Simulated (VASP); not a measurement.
# Si8C7 (a cell with a defect) in VASP: further runs

The runs below take Si8C7 (a cell with a defect) through single point, with PBE.

All numbers are computed with VASP 6.6.1; they aren't measurements. Logs are shortened: lines on timing, memory, paths and dates and some standing lists are left out, and cuts for length are marked.

## 1. The cell of the first run

The cell holds a defect, 15 atoms: a = 6.193 Å, b = 6.193 Å, c = 6.193 Å, α = 60.00°, β = 60.00°, γ = 60.00°.

## 2. Single point, PBE

INCAR reads:

```
SYSTEM = Si8C7
PREC     = Accurate       ! precision mode
ENCUT    = 520            ! plane-wave cutoff, eV
EDIFF    = 1E-7           ! SCF threshold, eV
ISMEAR   = 0              ! smearing method
SIGMA    = 0.05           ! smearing width, eV
LREAL    = Auto         
LASPH    = .True.         ! aspherical terms in the spheres
NELM     = 80             ! most SCF steps
ALGO     = Normal         ! electronic algorithm
ISIF     = 2              ! what is computed and relaxed
LWAVE    = .False.        ! write WAVECAR
LCHARG   = .True.         ! write CHGCAR
GGA      = PE             ! functional
LELF     = .True.         ! ELF
LVHAR    = .True.       
NBANDS   = 43             ! bands
NELECT   = 56.0
```

KPOINTS reads:

```
Automatic mesh
0
Gamma
  6 6 6
  0 0 0
```

POSCAR reads:

```
Si8C7
1.0
   -4.3794502696     -4.3794502696      0.0000000000
    0.0000000000     -4.3794502696      4.3794502696
   -4.3794502696      0.0000000000      4.3794502696
Si C
8 7
Direct
    0.5000000000      0.5000000000      0.0000000000
    0.0000000000      0.5000000000      0.0000000000
    0.5000000000      0.0000000000      0.0000000000
    0.0000000000      0.0000000000      0.0000000000
    0.5000000000      0.5000000000      0.5000000000
    0.0000000000      0.5000000000      0.5000000000
    0.5000000000      0.0000000000      0.5000000000
    0.0000000000      0.0000000000      0.5000000000
    0.9375000000      0.2942699154      0.4557300846
    0.3750000000      0.8750000000      0.3750000000
    0.8750000000      0.8750000000      0.3750000000
    0.3750000000      0.3750000000      0.8750000000
    0.8750000000      0.3750000000      0.8750000000
    0.3750000000      0.8750000000      0.8750000000
    0.8750000000      0.8750000000      0.8750000000
```

Potentials or basis: VASP PAW PBE potentials, release 64 (Si, C).

Launch:

```
cat potpaw_PBE.64/Si/POTCAR potpaw_PBE.64/C/POTCAR > POTCAR
mpirun -np 1 vasp_std > vasp.out
```

OUTCAR:

```text
SYSTEM = Si8C7
   PREC = Accurate
   ENCUT = 520
   EDIFF = 1E-7
   ISMEAR = 0
   LREAL = Auto
   LASPH = .True.
   NELM = 80
   ISIF = 2
   GGA = PE
   NELECT = 56.0

 ion  position               nearest neighbor table
   1  0.500  0.500  0.000-  12 1.90  13 1.90  14 1.90   2 3.10   3 3.10   5 3.10   5 3.10   6 3.10
                             7 3.10   3 3.10   4 3.10   7 3.10   2 3.10   4 3.10   6 3.10
   2  0.000  0.500  0.000-  13 1.90  12 1.90  15 1.90   9 2.35   4 3.10   6 3.10   1 3.10   5 3.10
                             6 3.10   8 3.10   3 3.10   4 3.10   8 3.10   1 3.10   3 3.10   5 3.10
   3  0.500  0.000  0.000-  14 1.90  12 1.90  10 1.90  15 1.90   4 3.10   7 3.10   1 3.10   5 3.10
                             7 3.10   8 3.10   1 3.10   2 3.10   5 3.10   2 3.10   4 3.10   8 3.10
   4  0.000  0.000  0.000-  15 1.90  13 1.90  14 1.90  11 1.90   3 3.10   8 3.10   2 3.10   6 3.10
                             7 3.10   8 3.10   1 3.10   2 3.10   6 3.10   1 3.10   3 3.10   7 3.10
   5  0.500  0.500  0.500-  10 1.90  12 1.90   9 2.28   1 3.10   6 3.10   7 3.10   1 3.10   2 3.10
                             3 3.10   3 3.10   7 3.10   8 3.10   2 3.10   6 3.10   8 3.10
   6  0.000  0.500  0.500-   9 1.67  11 1.90  13 1.90   2 3.10   5 3.10   8 3.10   1 3.10   2 3.10
                             4 3.10   4 3.10   7 3.10   8 3.10   1 3.10   5 3.10   7 3.10
   7  0.500  0.000  0.500-  10 1.90  11 1.90  14 1.90   3 3.10   5 3.10   8 3.10   1 3.10   3 3.10
                             4 3.10   1 3.10   5 3.10   6 3.10   4 3.10   6 3.10   8 3.10
   8  0.000  0.000  0.500-   9 1.56  11 1.90  10 1.90  15 1.90   6 3.10   7 3.10   4 3.10   2 3.10
                             3 3.10   4 3.10   2 3.10   5 3.10   6 3.10   3 3.10   5 3.10   7 3.10
   9  0.938  0.294  0.456-   8 1.56   6 1.67   5 2.28   2 2.35
  10  0.375  0.875  0.375-   7 1.90   5 1.90   3 1.90   8 1.90
  11  0.875  0.875  0.375-   8 1.90   6 1.90   7 1.90   4 1.90
  12  0.375  0.375  0.875-   1 1.90   2 1.90   3 1.90   5 1.90
  13  0.875  0.375  0.875-   2 1.90   1 1.90   4 1.90   6 1.90
  14  0.375  0.875  0.875-   3 1.90   1 1.90   4 1.90   7 1.90
  15  0.875  0.875  0.875-   4 1.90   3 1.90   2 1.90   8 1.90

  LATTYP: Found a face centered cubic cell.
 ALAT       =     8.7589005392

  Lattice vectors:

 A1 = (  -4.3794502696,  -4.3794502696,   0.0000000000)
 A2 = (   0.0000000000,  -4.3794502696,   4.3794502696)
 A3 = (  -4.3794502696,   0.0000000000,   4.3794502696)

Analysis of symmetry for initial positions (statically):
=====================================================================
 Subroutine PRICEL returns:
 Original cell was already a primitive cell.

 Routine SETGRP: Setting up the symmetry group for a
 face centered cubic supercell.

 Subroutine GETGRP returns: Found  1 space group operations
 (whereof  1 operations were pure point group operations)
 out of a pool of 48 trial point group operations.

The static configuration has the point symmetry C_1 .

Analysis of symmetry for dynamics (positions and initial velocities):
=====================================================================
 Subroutine PRICEL returns:
 Original cell was already a primitive cell.

 Routine SETGRP: Setting up the symmetry group for a
 face centered cubic supercell.

 Subroutine GETGRP returns: Found  1 space group operations
 (whereof  1 operations were pure point group operations)
 out of a pool of 48 trial point group operations.

The dynamic configuration has the point symmetry C_1 .

 Subroutine INISYM returns: Found  1 space group operations
 (whereof  1 operations are pure point group operations),
 and found     1 'primitive' translations

----------------------------------------------------------------------------------------

                                     Primitive cell

  volume of cell :     167.9921

  direct lattice vectors                    reciprocal lattice vectors
    -4.379450270 -4.379450270  0.000000000    -0.114169580 -0.114169580 -0.114169580
     0.000000000 -4.379450270  4.379450270     0.114169580 -0.114169580  0.114169580
    -4.379450270  0.000000000  4.379450270    -0.114169580  0.114169580  0.114169580

  length of vectors
     6.193477967  6.193477967  6.193477967     0.197747514  0.197747514  0.197747514

  position of ions in fractional coordinates (direct lattice)
     0.500000000  0.500000000  0.000000000
     0.000000000  0.500000000  0.000000000
     0.500000000  0.000000000  0.000000000
[... 52 lines left out ...]
 Subroutine IBZKPT returns following result:
 ===========================================

 Found    112 irreducible k-points:

 Following reciprocal coordinates:
            Coordinates               Weight
  0.000000  0.000000  0.000000      1.000000
  0.166667  0.000000  0.000000      2.000000
  0.000000  0.166667  0.000000      2.000000
  0.000000  0.000000  0.166667      2.000000
  0.166667  0.166667  0.166667      2.000000
  0.333333  0.000000  0.000000      2.000000
[... 16 lines left out ...]
  0.166667 -0.166667 -0.166667      2.000000
  0.333333  0.333333  0.166667      2.000000
 [... further k-points ...]
   k-points           NKPTS =    112   k-points in BZ     NKDIM =    112   number of bands    NBANDS=     43
   number of dos      NEDOS =    301   number of ions     NIONS =     15
   total plane-waves  NPLWV = 110592
   dimension x,y,z NGX =    48 NGY =   48 NGZ =   48
   dimension x,y,z NGXF=    96 NGYF=   96 NGZF=   96
   ions per type =               8   7
   NGX,Y,Z   is equivalent  to a cutoff of  12.88, 12.88, 12.88 a.u.
   NGXF,Y,Z  is equivalent  to a cutoff of  25.77, 25.77, 25.77 a.u.
 SYSTEM =  Si8C7
   PREC   = accura    normal or accurate (medium, high low for compatibility)
   ISTART =      0    job   : 0-new  1-cont  2-samecut
   ICHARG =      2    charge: 1-file 2-atom 10-const
   ISPIN  =      1    spin polarized calculation?
   LNONCOLLINEAR =      F non collinear calculations
   LSORBIT =      F    spin-orbit coupling
   LASPH  =      T    aspherical Exc in radial PAW
   ENCUT  =  520.0 eV  38.22 Ry    6.18 a.u.  11.52 11.52 11.52*2*pi/ulx,y,z
   NELM   =     80;   NELMIN=  2; NELMDL= -5     # of ELM steps
   EDIFF  = 0.1E-06   stopping-criterion for ELM
   LREAL  =      T    real-space projection
   EDIFFG = 0.1E-05   stopping-criterion for IOM
   NSW    =      0    number of steps for IOM
   IBRION =     -1    ionic relax: 0-MD 1-quasi-New 2-CG
   NFREE  =      0    steps in history (QN), initial steepest desc. (CG)
   ISIF   =      2    stress and relaxation
   ISYM   =      2    0-nonsym 1-usesym 2-fastsym
   POTIM  = 0.5000    time-step for ionic-motion
   TEBEG  =    0.0;   TEEND  =   0.0 temperature during run
   PSTRESS=    0.0 pullay stress
   NELECT =      56.0000    total number of electrons
   NUPDOWN=      -1.0000    fix difference up-down
   EMIN   =  10.00;   EMAX   =-10.00  energy-range for DOS
   EFERMI =   0.00;   METHOD = LEGACY
   ISMEAR =     0;   SIGMA  =   0.05  broadening in eV -4-tet -1-fermi 0-gaus
   EFERMI_NEDOS =   21; number of points for ismear=-14 and -15
   IALGO  =     38    algorithm
   IMIX   =      4    mixing-type and parameters
     AMIX     =   0.40;   BMIX     =  1.00
     AMIX_MAG =   1.60;   BMIX_MAG =  1.00
  volume/ion in A,a.u.               =      11.20        75.58
  Fermi-wavevector in a.u.,A,eV,Ry     =   1.135119  2.145063 17.531029  1.288494
  Thomas-Fermi vector in A             =   2.271823
   LORBIT       =      0    0 simple, 1 ext, 2 COOP (PROOUT), +10 PAW based schemes
   GGA     = PE    functional components
   LHFCALC =     F    Hartree Fock is set to
   AEXX    =    0.0000 exact exchange contribution
   IVDW    =     0    specifies the selected vdW correction
   LEPSILON=     F    determine dielectric tensor
   LRPA    =     F    only Hartree local field effects (RPA)
 non-spin polarized calculation
 Gauss-broadening in eV      SIGMA  =   0.05
  energy-cutoff  :      520.00
  volume of cell :      167.99
 maximum number of plane-waves:      4573
 NGX is ok and might be reduce to    48
   NGX = 23   NGY = 23   NGZ = 23

 number of electron      56.0000008 magnetization

 Free energy of the ion-electron system (eV)
  ---------------------------------------------------
  ext. energy  EPLUGINS =         0.00000000
  ---------------------------------------------------
  free energy    TOTEN  =      -135.11541076 eV

  energy without entropy =     -135.10879608  energy(sigma->0) =     -135.11210342

 E-fermi :   6.8206     XC(G=0): -10.8164

 val. band max:        6.8170332929   @ k =   0.1667   0.5000   0.5000
 cond. band min:       6.8218491303   @ k =   0.1667   0.5000  -0.1667
 fundamental gap:      0.0048158374
 Fermi energy:         6.8205879243

 k-point     1 :       0.0000    0.0000    0.0000
  band No.  band energies     occupation
      1      -7.4070      2.00000
      2      -4.5313      2.00000
      3      -4.1691      2.00000
      4      -4.0926      2.00000
      5      -3.4715      2.00000
      6      -2.9961      2.00000
[... 1021 lines left out ...]
     39      13.7202      0.00000
     40      13.8493      0.00000

 [... further k-points ...]

 [bands above 40 left out]

------------------------ aborting loop because EDIFF is reached ----------------------------------------

  FORCE on cell =-STRESS in cart. coord.  units (eV):
  Direction    XX          YY          ZZ          XY          YZ          ZX
  --------------------------------------------------------------------------------------
  -------------------------------------------------------------------------------------
  Total      -46.8995244    -38.3477509    -37.6431219     -1.0050191     -9.2793243      2.0968457
  in kB     -447.2910700   -365.7309271   -359.0107256     -9.5850883    -88.4989553     19.9980778
  external PRESSURE =    -390.6775742 kB  Pullay stress =       0.0000000 kB

 VOLUME and BASIS-vectors are now :
 -----------------------------------------------------------------------------
  energy-cutoff  :      520.00
  volume of cell :      167.99
      direct lattice vectors                 reciprocal lattice vectors
    -4.379450270 -4.379450270  0.000000000    -0.114169580 -0.114169580 -0.114169580
     0.000000000 -4.379450270  4.379450270     0.114169580 -0.114169580  0.114169580
    -4.379450270  0.000000000  4.379450270    -0.114169580  0.114169580  0.114169580

 POSITION                                       TOTAL-FORCE (eV/Angst)
 -----------------------------------------------------------------------------------
     -2.18973     -4.37945      2.18973         0.890120     -1.282349     -0.939202
      0.00000     -2.18973      2.18973         0.045323     -0.320936     -0.550493
     -2.18973     -2.18973      0.00000         0.202151      0.172243      0.200929
      0.00000      0.00000      0.00000        -0.100191     -0.217904      0.130253
     -4.37945     -4.37945      4.37945        -1.250537     -0.752413      0.718130
     -2.18973     -2.18973      4.37945        -0.786294     -2.198960      4.079179
     -4.37945     -2.18973      2.18973        -1.325486      1.051297     -1.019969
     -2.18973      0.00000      2.18973        -3.227288      6.127661     -7.403545
     -6.10158     -5.39448      3.28459         8.043012     -4.004093      3.947735
     -3.28459     -5.47431      5.47431        -0.234986     -0.320175     -1.013164
     -5.47431     -7.66404      5.47431         0.156829     -0.369511     -0.157356
     -5.47431     -3.28459      5.47431        -0.362965      0.713732      0.128684
     -7.66404     -5.47431      5.47431        -1.221674      0.448263      0.865003
     -5.47431     -5.47431      7.66404         0.176792     -0.012965      0.431901
     -7.66404     -7.66404      7.66404        -1.004806      0.966109      0.581916
 -----------------------------------------------------------------------------------
    total drift:                                0.004215     -0.003891      0.001275

  FREE ENERGIE OF THE ION-ELECTRON SYSTEM (eV)
  ---------------------------------------------------
  free  energy   TOTEN  =      -135.1154107608 eV

  energy  without entropy=     -135.1087960817  energy(sigma->0) =     -135.11210342
```

Wall time 50 min (1 thread of Intel Xeon 8259CL, shared host); peak memory 0.63 GiB.

Results:

* Free energy: -135.1154 eV
* Largest force: 10.138 eV/Å

Forces in eV/Å, atoms in the order of the input:
```
Si   0.890 -1.282 -0.939
Si   0.045 -0.321 -0.550
Si   0.202  0.172  0.201
Si  -0.100 -0.218  0.130
Si  -1.251 -0.752  0.718
Si  -0.786 -2.199  4.079
Si  -1.325  1.051 -1.020
Si  -3.227  6.128 -7.404
C    8.043 -4.004  3.948
C   -0.235 -0.320 -1.013
C    0.157 -0.370 -0.157
C   -0.363  0.714  0.129
C   -1.222  0.448  0.865
C    0.177 -0.013  0.432
C   -1.005  0.966  0.582
```

Levels at points of the mesh, in eV from the Fermi level:
| k point | band 24 | band 25 | band 26 | band 27 | band 28 | band 29 | band 30 | band 31 | band 32 | band 33 |
| --- | --- | --- | --- | --- | --- | --- | --- | --- | --- | --- |
| (0.00, 0.00, 0.00) | -0.31 | -0.23 | -0.01 | 0.32 | 0.43 | 0.72 | 2.13 | 2.61 | 3.34 | 4.08 |
| (0.50, 0.00, 0.00) | -1.18 | -1.05 | -0.63 | -0.58 | -0.23 | 0.46 | 0.86 | 3.23 | 3.63 | 3.84 |
| (0.00, 0.50, 0.00) | -1.29 | -1.11 | -0.75 | -0.13 | 0.21 | 0.35 | 0.75 | 3.03 | 3.74 | 4.32 |
| (0.00, 0.00, 0.50) | -1.33 | -1.30 | -1.02 | -0.42 | 0.19 | 0.22 | 0.70 | 2.73 | 3.61 | 4.42 |
| (0.50, 0.50, 0.50) | -1.12 | -1.00 | -0.60 | -0.55 | -0.03 | 0.16 | 0.90 | 3.30 | 3.61 | 4.30 |
| (0.50, 0.50, 0.00) | -0.98 | -0.76 | -0.72 | -0.63 | -0.26 | 0.11 | 0.61 | 2.88 | 3.05 | 4.43 |
| (0.00, 0.50, 0.50) | -1.08 | -0.70 | -0.56 | -0.42 | -0.41 | -0.16 | 0.42 | 2.75 | 3.25 | 4.28 |
| (0.50, 0.00, 0.50) | -1.00 | -0.74 | -0.71 | -0.59 | -0.34 | 0.01 | 0.61 | 2.84 | 3.06 | 4.69 |

Caveat: the cell carries a net charge on a neutralising background, which shifts energy and pressure; the cell differs from its parent crystal (atoms taken out, atom 9 moved -0.125 of the way to it and -0.500 Å across, host rigid); the cell is charged against a uniform background, so pressure and absolute levels hang on convention.

(Part 1 of 2 ends here.)
